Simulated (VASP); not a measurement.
A run of VASP 6.6.1 is set up as follows.

File INCAR:

```
  PREC = Accurate
  ENCUT = 520
  EDIFF = 1E-7
  ISMEAR = 0
  SIGMA = 0.1
  LREAL = False
  LASPH = True
  NELM = 80
  ALGO = Normal
  ISIF = 2
  LWAVE = False
  LCHARG = True
  LDIPOL = True
  IDIPOL = 3
  DIPOL = 0.5 0.5 0.500
  GGA = CA
  LELF = True
  LVHAR = True
  LVACPOTAV = True
  NBANDS = 21
```

The input KPOINTS:

```
Automatic mesh
0
Gamma
  12 12 1
```

The input POSCAR:

```
Ge
1.0
    4.1490000000      0.0000000000      0.0000000000
   -2.0745000000      3.5931394003      0.0000000000
    0.0000000000      0.0000000000     28.0000000000
Ge
2
Direct
    0.3333333333      0.6666666667      0.5178571429
    0.6666666667      0.3333333333      0.4821428571
```

Potentials or basis: VASP PAW LDA potentials, release 64 (Ge_d).

Run with:

```bash
$ cat potpaw_LDA.64/Ge_d/POTCAR > POTCAR
$ mpirun -np 1 vasp_std > vasp.out
```

Question: What does it give for the work function of the lower face?

Answer: 4.52 eV.

Question: What does it give for the band gap on the k mesh?

Answer: Zero (band 14 reaches -3.45 eV, above the bottom of band 15 at -3.88 eV).

Question: What does it give for the work function of the upper face?

Answer: 4.52 eV.

Forces on the atoms (eV/Å):
```
Ge   0.000  0.000 -1.702
Ge   0.000  0.000  1.702
```
